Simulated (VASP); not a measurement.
Crystal: KBr3.

```
CELL_PARAMETERS angstrom
7.71220 0.00000 0.00000
0.00000 7.71220 0.00000
0.00000 0.00000 11.10904
ATOMIC_POSITIONS crystal
K 0.00000 0.00000 0.50000
Br 0.00000 0.00000 0.00000
Br 0.00000 0.00000 0.22991
Br 0.00000 0.00000 0.77009
```

The cell was generated, and may not be a known phase.

* Program: VASP 6.6.1
* Task: relaxation of cell and atoms
* Functional: PBE
* Potentials or basis: VASP PAW PBE potentials, release 64 (K_sv, Br)
* Cutoff: 600 eV
* k mesh: 4 × 4 × 4
* Occupations: gaussian, width 0.02 eV
* Spin: no spin polarisation

At the start: pressure 0.0 GPa; volume 165.19 Å³/atom.

Q: How do energy, volume and symmetry change on relaxing?

A: Over 39 steps the energy falls by 10.5 meV/atom and the volume is 295.77 Å³/atom (+79.1 %); space group P4/mmm (No. 123, to 0.1 Å) before and after.

Step by step:
```tsv
step	energy change (eV)	largest force (eV/Å)	pressure (GPa)	volume (Å³)
1	0.0000	0.0095	0.03	660.74
2	-0.0007	0.0162	0.02	663.89
3	-0.0021	0.0358	0.00	673.40
4	-0.0030	0.0744	-0.05	692.68
5	-0.0031	0.0737	-0.05	693.19
6	-0.0034	0.0716	-0.05	694.71
7	-0.0040	0.0674	-0.05	697.78
8	-0.0052	0.0592	-0.05	703.92
9	-0.0074	0.0428	-0.04	716.29
10	-0.0114	0.0101	-0.04	741.38
11	-0.0170	0.0551	-0.04	792.94
12	-0.0198	0.1847	-0.04	901.66
13	-0.0258	0.2469	0.01	910.83
14	-0.0268	0.2850	0.04	916.22
15	-0.0324	0.1931	0.03	927.41
16	-0.0377	0.0210	0.01	953.88
17	-0.0377	0.0149	0.01	953.12
18	-0.0379	0.0266	0.00	955.10
19	-0.0379	0.0273	0.00	955.24
20	-0.0380	0.0150	0.00	956.55
21	-0.0381	0.0110	0.01	959.32
22	-0.0381	0.0179	0.01	960.06
23	-0.0383	0.0157	0.00	962.57
24	-0.0385	0.0091	0.00	970.12
25	-0.0389	0.0041	-0.01	985.34
26	-0.0389	0.0300	-0.03	1016.19
27	-0.0390	0.0166	-0.02	1000.13
28	-0.0390	0.0164	-0.02	1000.51
29	-0.0391	0.0156	-0.02	1001.65
30	-0.0392	0.0140	-0.02	1003.92
31	-0.0394	0.0109	-0.02	1008.48
32	-0.0397	0.0047	-0.01	1017.63
33	-0.0404	0.0079	-0.01	1036.04
34	-0.0412	0.0332	0.00	1073.34
35	-0.0415	0.0856	0.01	1149.84
36	-0.0416	0.0658	0.00	1121.14
37	-0.0418	0.0516	0.00	1132.66
38	-0.0420	0.0096	-0.01	1167.57
39	-0.0422	0.0089	0.00	1183.06
```

Final structure:
```xyz
4
Lattice="10.2925 0.0000 0.0000 0.0000 10.2925 0.0000 0.0000 0.0000 11.1677" Properties=species:S:1:pos:R:3 pbc="T T T"
K     0.0000    0.0000    5.5839
Br    0.0000    0.0000    0.0000
Br    0.0000    0.0000    2.5561
Br    0.0000    0.0000    8.6116
```

Caveat: the volume moved by over 15 % at a fixed basis, so the end points are rough; the relaxation moved the vacuum too, so the length across it says nothing of the material.
